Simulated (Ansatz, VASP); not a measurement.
HCl in VASP and in Ansatz

```
H Cl
1.0
     0.00000    2.87438    2.66906
     2.87438    0.00000    2.66906
     2.87438    2.87438    0.00000
H Cl
1 1
Direct
  0.00000 0.00000 0.00000
  0.50000 0.50000 0.50000
```

Change from the starting cell: strain +0.050 along x and y, -0.025 along z, atoms carried along.

Alike in both runs: task single point; functional PBEsol; k mesh 16 × 16 × 16; occupations gaussian, width 0.15 eV; no spin polarisation.

|  | VASP | Ansatz |
| --- | --- | --- |
| version | VASP 6.6.1 | Ansatz 0.2.0 |
| potentials or method | VASP PAW PBE potentials, release 64 (H, Cl), cutoff 520 eV | scalar-relativistic, plane waves, PAW |
| valence electrons in the cell | 8 | 8 |

VASP gave:

```
gap on the k mesh at the Fermi level (eV)                     : none
pressure (GPa)                                                : -9.8
traceless stress, the component that is largest in VASP (GPa) : -3.67
```

**Question.** Which values does Ansatz return?

**Answer.** gap on the k mesh at the Fermi level (eV): none; pressure (GPa): -9.7; traceless stress, the component that is largest in VASP (GPa): -3.65.

VASP's potentials were made for PBE, not for PBEsol. A gap of «none» marks a metal or a gap that the smearing closes. With one functional, cell and mesh, what is left measures potentials, basis and numerics.
